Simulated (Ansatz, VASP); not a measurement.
# AlSn in VASP and in Ansatz

INCAR

```
SYSTEM = AlSn
PREC = Accurate
ENCUT = 520
EDIFF = 1E-6
ISMEAR = 0
SIGMA = 0.028000000000000004
LREAL = .FALSE.
LASPH = .TRUE.
NELM = 100
ALGO = Normal
ISIF = 2
LWAVE = .FALSE.
LCHARG = .FALSE.
GGA = PE
NBANDS = 16
```

KPOINTS

```
Automatic mesh
0
G
  7 7 8
  0 0 0
```

POSCAR

```
AlSn
1.0
    4.1981056157      0.0000000000      0.0000000000
   -2.0990528078      3.6356661109      0.0000000000
    0.0000000000      0.0000000000      3.3068470000
Sn Al
1 1
Direct
    0.3333333333      0.6666666667      0.5000000000
    0.0000000000      0.0000000000      0.0000000000
```

The input input.yaml:

```yaml
crystal:
  lattice:
    - [4.1981056157, 0.0, 0.0]
    - [-2.0990528078, 3.6356661109, 0.0]
    - [0.0, 0.0, 3.306847]
  atoms:
    - { symbol: Sn, position: [0.3333333333, 0.6666666667, 0.5] }
    - { symbol: Al, position: [0.0, 0.0, 0.0] }
hamiltonian:
  xc: pbe
  pseudopotentials: { kind: paw }
kpoints:
  mp_grid: { grid: [7, 7, 8] }
scf:
  occupations: { method: gaussian, width: 0.028 }
output:
  forces: true
  stress: true
  eigenvalues: true
```

Alike in both runs: task single point; functional PBE; k mesh 7 × 7 × 8; occupations gaussian, width 0.028 eV; no spin polarisation.

```csv
,VASP,Ansatz
version,VASP 6.6.1,Ansatz 0.2.0
potentials or method,"VASP PAW PBE potentials, release 64 (Sn_d, Al)",Ansatz PAW
plane-wave cutoff (eV),520,420
valence electrons in the cell,17,17
```

VASP gave:

| Quantity | Value |
| --- | --- |
| gap on the k mesh at the Fermi level (eV) | none |
| pressure (GPa) | 0.2 |
| traceless stress, the component that is largest in VASP (GPa) | 0.54 |

Q: What did Ansatz give for the same quantities?

A: gap on the k mesh at the Fermi level (eV): none; pressure (GPa): 0.3; traceless stress, the component that is largest in VASP (GPa): 0.54.

A gap of «none» marks a metal or a gap that the smearing closes. The functional is the same, so the differences come from potentials, cutoffs and numerics.
